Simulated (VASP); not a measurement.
# SrReP2 (P-6m2) in VASP: single point with PBE

Aim: the single point of SrReP2 with PBE.

Program: VASP 6.6.1. These are calculated values, not measurements. Logs are shortened: lines on timing, memory, paths and dates and some standing lists are left out, and cuts for length are marked.

**1. The cell of the first run**

The structure is hexagonal, space group P-6m2 (No. 187). Conventional cell: a = 3.192 Å, b = 3.192 Å, c = 8.687 Å, α = 90.00°, β = 90.00°, γ = 120.00°. Within 3.7 Å of Sr (site symmetry -6m2) lie 2 P at 2.81 Å and 6 Sr at 3.19 Å. Within 3.2 Å of Re (site symmetry -6m2) lie 6 P at 2.40 Å and 6 Re at 3.19 Å. Within 3.2 Å of P (site symmetry 3m) lie 3 Re at 2.40 Å and 1 Sr at 2.81 Å and 7 P at 3.07 to 3.19 Å.

**2. Single point, PBE**

The input, INCAR:

```
PREC = Accurate
ENCUT = 520
EDIFF = 1E-6
ISMEAR = 0
SIGMA = 0.1
LREAL = F
LASPH = T
NELM = 100
ALGO = Normal
ISIF = 2
LWAVE = F
LCHARG = T
GGA = PE
LELF = T
LVHAR = T
NBANDS = 22
```

The input, KPOINTS:

```
regular mesh
0
Gamma
  6 6 2
```

The input, POSCAR:

```
SrReP2
1.0
    3.1920000000      0.0000000000      0.0000000000
   -1.5960000000      2.7643530900      0.0000000000
    0.0000000000      0.0000000000      8.6868736600
Sr Re P
1 1 2
Direct
    0.0000000000      0.0000000000      0.5000000000
    0.6666666700      0.3333333300      0.0000000000
    0.0000000000      0.0000000000      0.8230160900
    0.0000000000      0.0000000000      0.1769839100
```

Potentials or basis: VASP PAW PBE potentials, release 64 (Sr_sv, Re, P).

Launch:

```
cat potpaw_PBE.64/Sr_sv/POTCAR potpaw_PBE.64/Re/POTCAR potpaw_PBE.64/P/POTCAR > POTCAR
mpirun -np 1 vasp_std > vasp.out
```

OUTCAR:

```text
PREC = Accurate
   ENCUT = 520
   EDIFF = 1E-6
   ISMEAR = 0
   LREAL = F
   LASPH = T
   NELM = 100
   ISIF = 2
   GGA = PE

 ion  position               nearest neighbor table
   1  0.000  0.000  0.500-   3 2.81   4 2.81
   2  0.667  0.333  0.000-   3 2.40   4 2.40   3 2.40   4 2.40   3 2.40   4 2.40
   3  0.000  0.000  0.823-   2 2.40   2 2.40   2 2.40   1 2.81
   4  0.000  0.000  0.177-   2 2.40   2 2.40   2 2.40   1 2.81

  LATTYP: Found a hexagonal cell.
 ALAT       =     3.1920000000
 C/A-ratio  =     2.7214516479

  Lattice vectors:

 A1 = (   3.1920000000,   0.0000000000,   0.0000000000)
 A2 = (  -1.5960000000,   2.7643530900,   0.0000000000)
 A3 = (   0.0000000000,   0.0000000000,   8.6868736600)

Analysis of symmetry for initial positions (statically):
=====================================================================
 Subroutine PRICEL returns:
 Original cell was already a primitive cell.

 Routine SETGRP: Setting up the symmetry group for a
 hexagonal supercell.

 Subroutine GETGRP returns: Found 12 space group operations
 (whereof 12 operations were pure point group operations)
 out of a pool of 24 trial point group operations.

The static configuration has the point symmetry D_3h.

Analysis of symmetry for dynamics (positions and initial velocities):
=====================================================================
 Subroutine PRICEL returns:
 Original cell was already a primitive cell.

 Routine SETGRP: Setting up the symmetry group for a
 hexagonal supercell.

 Subroutine GETGRP returns: Found 12 space group operations
 (whereof 12 operations were pure point group operations)
 out of a pool of 24 trial point group operations.

The dynamic configuration has the point symmetry D_3h.

 Subroutine INISYM returns: Found 12 space group operations
 (whereof 12 operations are pure point group operations),
 and found     1 'primitive' translations

----------------------------------------------------------------------------------------

                                     Primitive cell

  volume of cell :      76.6514

  direct lattice vectors                    reciprocal lattice vectors
     3.192000000  0.000000000  0.000000000     0.313283208  0.180874144  0.000000000
    -1.596000000  2.764353090  0.000000000     0.000000000  0.361748289  0.000000000
     0.000000000  0.000000000  8.686873660     0.000000000  0.000000000  0.115116213

  length of vectors
     3.192000000  3.192000001  8.686873660     0.361748289  0.361748289  0.115116213

  position of ions in fractional coordinates (direct lattice)
     0.000000000  0.000000000  0.500000000
     0.666666670  0.333333330  0.000000000
     0.000000000  0.000000000  0.823016090
     0.000000000  0.000000000  0.176983910

  ion indices of the primitive-cell ions
   primitive index   ion index
                 1           1
                 2           2
                 3           3
                 4           4

----------------------------------------------------------------------------------------

 KPOINTS: regular mesh

Automatic generation of k-mesh.
 Grid dimensions read from file:
 generate k-points for:    6    6    2

 Generating k-lattice:

  Cartesian coordinates                     Fractional coordinates (reciprocal lattice)
     0.052213868  0.030145691  0.000000000     0.166666667  0.000000000  0.000000000
     0.000000000  0.060291381  0.000000000     0.000000000  0.166666667  0.000000000
     0.000000000  0.000000000  0.057558107     0.000000000  0.000000000  0.500000000

  Length of vectors
     0.060291381  0.060291381  0.057558107

  Shift w.r.t. Gamma in fractional coordinates (k-lattice)
     0.000000000  0.000000000  0.000000000

 Subroutine IBZKPT returns following result:
 ===========================================

 Found     14 irreducible k-points:

 Following reciprocal coordinates:
            Coordinates               Weight
  0.000000  0.000000  0.000000      1.000000
  0.166667 -0.000000  0.000000      6.000000
  0.333333 -0.000000  0.000000      6.000000
  0.500000 -0.000000  0.000000      3.000000
  0.166667  0.166667  0.000000      6.000000
  0.333333  0.166667  0.000000     12.000000
  0.333333  0.333333  0.000000      2.000000
  0.000000  0.000000  0.500000      1.000000
  0.166667 -0.000000  0.500000      6.000000
  0.333333 -0.000000  0.500000      6.000000
  0.500000 -0.000000  0.500000      3.000000
  0.166667  0.166667  0.500000      6.000000
  0.333333  0.166667  0.500000     12.000000
  0.333333  0.333333  0.500000      2.000000
   k-points           NKPTS =     14   k-points in BZ     NKDIM =     14   number of bands    NBANDS=     22
   number of dos      NEDOS =    301   number of ions     NIONS =      4
   total plane-waves  NPLWV =  40320
   dimension x,y,z NGX =    24 NGY =   24 NGZ =   70
   dimension x,y,z NGXF=    48 NGYF=   48 NGZF=  140
   ions per type =               1   1   2
   NGX,Y,Z   is equivalent  to a cutoff of  12.50, 12.50, 13.40 a.u.
   NGXF,Y,Z  is equivalent  to a cutoff of  25.00, 25.00, 26.79 a.u.
 SYSTEM =  unknown system
   PREC   = accura    normal or accurate (medium, high low for compatibility)
   ISTART =      0    job   : 0-new  1-cont  2-samecut
   ICHARG =      2    charge: 1-file 2-atom 10-const
   ISPIN  =      1    spin polarized calculation?
   LNONCOLLINEAR =      F non collinear calculations
   LSORBIT =      F    spin-orbit coupling
   LASPH  =      T    aspherical Exc in radial PAW
   ENCUT  =  520.0 eV  38.22 Ry    6.18 a.u.   5.94  5.94 16.15*2*pi/ulx,y,z
   NELM   =    100;   NELMIN=  2; NELMDL= -5     # of ELM steps
   EDIFF  = 0.1E-05   stopping-criterion for ELM
   LREAL  =      F    real-space projection
   EDIFFG = 0.1E-04   stopping-criterion for IOM
   NSW    =      0    number of steps for IOM
   IBRION =     -1    ionic relax: 0-MD 1-quasi-New 2-CG
   NFREE  =      0    steps in history (QN), initial steepest desc. (CG)
   ISIF   =      2    stress and relaxation
   ISYM   =      2    0-nonsym 1-usesym 2-fastsym
   POTIM  = 0.5000    time-step for ionic-motion
   TEBEG  =    0.0;   TEEND  =   0.0 temperature during run
   PSTRESS=    0.0 pullay stress
   NELECT =      27.0000    total number of electrons
   NUPDOWN=      -1.0000    fix difference up-down
   EMIN   =  10.00;   EMAX   =-10.00  energy-range for DOS
   EFERMI =   0.00;   METHOD = LEGACY
   ISMEAR =     0;   SIGMA  =   0.10  broadening in eV -4-tet -1-fermi 0-gaus
   EFERMI_NEDOS =   21; number of points for ismear=-14 and -15
   IALGO  =     38    algorithm
   IMIX   =      4    mixing-type and parameters
     AMIX     =   0.40;   BMIX     =  1.00
     AMIX_MAG =   1.60;   BMIX_MAG =  1.00
  volume/ion in A,a.u.               =      19.16       129.32
  Fermi-wavevector in a.u.,A,eV,Ry     =   1.156173  2.184850 18.187394  1.336736
  Thomas-Fermi vector in A             =   2.292795
   LORBIT       =      0    0 simple, 1 ext, 2 COOP (PROOUT), +10 PAW based schemes
   GGA     = PE    functional components
   LHFCALC =     F    Hartree Fock is set to
   AEXX    =    0.0000 exact exchange contribution
   IVDW    =     0    specifies the selected vdW correction
   LEPSILON=     F    determine dielectric tensor
   LRPA    =     F    only Hartree local field effects (RPA)
 non-spin polarized calculation
 Gauss-broadening in eV      SIGMA  =   0.10
  energy-cutoff  :      520.00
  volume of cell :       76.65
 maximum number of plane-waves:      2088
 NGX is ok and might be reduce to    24
   NGX = 11   NGY = 11   NGZ = 33

 number of electron      27.0000001 magnetization

 Free energy of the ion-electron system (eV)
  ---------------------------------------------------
  ext. energy  EPLUGINS =         0.00000000
  ---------------------------------------------------
  free energy    TOTEN  =       -24.47040974 eV

  energy without entropy =      -24.46596157  energy(sigma->0) =      -24.46818565

 E-fermi :   6.6396     XC(G=0): -10.7460

 val. band max:        6.4438931279   @ k =   0.5000  -0.0000   0.5000
 cond. band min:       6.7545594517   @ k =   0.3333   0.1667   0.5000
 fundamental gap:      0.3106663238
 Fermi energy:         6.6395663052

 k-point     1 :       0.0000    0.0000    0.0000
  band No.  band energies     occupation
      1     -29.4537      2.00000
      2     -11.5426      2.00000
      3     -10.6142      2.00000
      4     -10.6142      2.00000
      5      -6.9387      2.00000
      6      -4.5584      2.00000
[... 14 lines left out ...]
     21      12.5734      0.00000
     22      13.0795      0.00000

 k-point     2 :       0.1667   -0.0000    0.0000
  band No.  band energies     occupation
      1     -29.3742      2.00000
      2     -11.4431      2.00000
      3     -11.1678      2.00000
      4     -10.7306      2.00000
      5      -6.4116      2.00000
      6      -4.3358      2.00000
[... 14 lines left out ...]
     21      11.3729      0.00000
     22      12.6340      0.00000

 k-point     3 :       0.3333   -0.0000    0.0000
  band No.  band energies     occupation
      1     -29.2099      2.00000
      2     -12.1503      2.00000
      3     -11.2366      2.00000
      4     -10.9528      2.00000
      5      -5.0862      2.00000
      6      -3.7926      2.00000
[... 14 lines left out ...]
     21      12.3767      0.00000
     22      13.1759      0.00000
[... 226 lines left out ...]
 k-point    13 :       0.3333    0.1667    0.5000
  band No.  band energies     occupation
      1     -29.1251      2.00000
      2     -12.3636      2.00000
      3     -11.3604      2.00000
      4     -11.1305      2.00000
      5      -4.0743      2.00000
      6      -3.5442      2.00000
[... 14 lines left out ...]
     21      11.1224      0.00000
     22      13.3464      0.00000

 k-point    14 :       0.3333    0.3333    0.5000
  band No.  band energies     occupation
      1     -29.0823      2.00000
      2     -12.0330      2.00000
      3     -12.0324      2.00000
      4     -11.0768      2.00000
      5      -3.5378      2.00000
      6      -3.2475      2.00000
[... 14 lines left out ...]
     21      11.3721      0.00000
     22      13.7462      0.00000

------------------------ aborting loop because EDIFF is reached ----------------------------------------

  FORCE on cell =-STRESS in cart. coord.  units (eV):
  Direction    XX          YY          ZZ          XY          YZ          ZX
  --------------------------------------------------------------------------------------
  -------------------------------------------------------------------------------------
  Total        4.9104743      4.9104743      7.5288957      0.0000000      0.0000000     -0.0000000
  in kB      102.6394042    102.6394043    157.3700054      0.0000000      0.0000000     -0.0000000
  external PRESSURE =     120.8829379 kB  Pullay stress =       0.0000000 kB

 VOLUME and BASIS-vectors are now :
 -----------------------------------------------------------------------------
  energy-cutoff  :      520.00
  volume of cell :       76.65
      direct lattice vectors                 reciprocal lattice vectors
     3.192000000  0.000000000  0.000000000     0.313283208  0.180874144  0.000000000
    -1.596000000  2.764353090  0.000000000     0.000000000  0.361748289  0.000000000
     0.000000000  0.000000000  8.686873660     0.000000000  0.000000000  0.115116213

 POSITION                                       TOTAL-FORCE (eV/Angst)
 -----------------------------------------------------------------------------------
      0.00000      0.00000      4.34344         0.000000     -0.000000     -0.000000
      1.59600      0.92145      0.00000         0.000000     -0.000000     -0.000000
      0.00000      0.00000      7.14944        -0.000000      0.000000      0.038793
      0.00000      0.00000      1.53744        -0.000000      0.000000     -0.038793
 -----------------------------------------------------------------------------------
    total drift:                               -0.000001      0.000000      0.000000

  FREE ENERGIE OF THE ION-ELECTRON SYSTEM (eV)
  ---------------------------------------------------
  free  energy   TOTEN  =       -24.4704097413 eV

  energy  without entropy=      -24.4659615660  energy(sigma->0) =      -24.46818565
```

It took 36 s on 1 thread of Intel Xeon Platinum 8259CL at 2.50GHz (Skylake/Cascade Lake), shared host; peak memory 0.2 GiB.

Results:

```
Free energy            : -24.4704 eV
Pressure               : 12.1 GPa
Largest force          : 0.039 eV/Å
Band gap on the k mesh : zero (an odd number of electrons rules out a gap without spin polarisation)
```

Forces on the atoms (eV/Å):
```
Sr   0.000  0.000  0.000
Re   0.000  0.000  0.000
P    0.000  0.000  0.039
P    0.000  0.000 -0.039
```

Stress tensor (GPa, compression positive):
```
10.26  0.00  0.00
 0.00 10.26  0.00
 0.00  0.00 15.74
```

Levels at points of the mesh, in eV from the Fermi level:
| k point | band 12 | band 13 | band 14 | band 15 | band 16 | band 17 |
| --- | --- | --- | --- | --- | --- | --- |
| (0.00, 0.00, 0.00) | -2.07 | -1.70 | -1.15 | 3.18 | 3.18 | 3.37 |
| (0.50, 0.00, 0.00) | -1.92 | -0.95 | -0.53 | 0.62 | 1.33 | 1.59 |
| (0.00, 0.00, 0.50) | -2.06 | -1.33 | -0.98 | 3.17 | 3.17 | 3.57 |
| (0.50, 0.00, 0.50) | -1.41 | -0.93 | -0.57 | -0.20 | 1.27 | 1.97 |

Caveat: the k points lie up to 0.38 Å⁻¹ apart, too coarse for converged energies and pressures of a metal; spin-orbit coupling is left out, which moves the levels of the heavy elements.

The gap in the log of VASP goes by the Fermi energy; the results here count the filled bands.